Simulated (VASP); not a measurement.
Runs of VASP 6.6.1 on MnSb. The structure is that of space group Fm-3m (No. 225), or close to it. The cells are those of the table. 

| level | spin | U | cell | k mesh | cutoff (eV) | LDAUTYPE | hund's J | gap on the mesh (eV) | pressure (GPa) | moment (μB) |
| --- | --- | --- | --- | --- | --- | --- | --- | --- | --- | --- |
| PBE | collinear, ferromagnetic start | - | a = 3.953 Å, angles 60.0°, 2 atoms | 4 × 4 × 4 | 520 | - | - | none | -0.2 | 3.81 |
| PBE | off | - | a = 3.953 Å, angles 60.0°, 2 atoms | 4 × 4 × 4 | 500 | - | - | - | -13.9 | - |
| RPBE+U | collinear, ferrimagnetic start | Mn d U = 7.0 eV, J = 0.96 eV | a = 3.953 Å, angles 60.0°, 2 atoms | 2 × 3 × 1, shifted | 500 | 1 | 0.96 | none | 11.9 | 4.33 |
| PBE | collinear, ferrimagnetic start | - | a = 4.043 Å, angles 60.0°, 2 atoms | 4 × 4 × 4 | 520 | - | - | none | -3.2 | (b) |
| PBE | collinear, ferrimagnetic start | - | a = 3.953 Å, angles 60.0°, 2 atoms | 3 × 3 × 3 | 500 | - | - | none | (a) | 3.70 |

Alike in all rows: task single point; potentials or basis VASP PAW PBE potentials, release 64 (Mn_pv, Sb); smearing gaussian 0.1 eV.

Question: Fill in the values left out.

Answer: (a) -1.0; (b) 3.91.

Caveats: all runs use coarse meshes; spin-orbit coupling is left out, which moves the levels of the heavy elements; a cell with one magnetic atom can't hold antiferromagnetic order, which such compounds often take (some runs); the PAW data sets were made with another functional, which shifts forces and pressure a little (some runs); the U is typed as a test and isn't derived for this compound (some runs).

A k mesh can miss the band edges, and the runs leave out spin-orbit coupling on Sb.

A gap of «none» marks levels without a gap at the run's occupations.
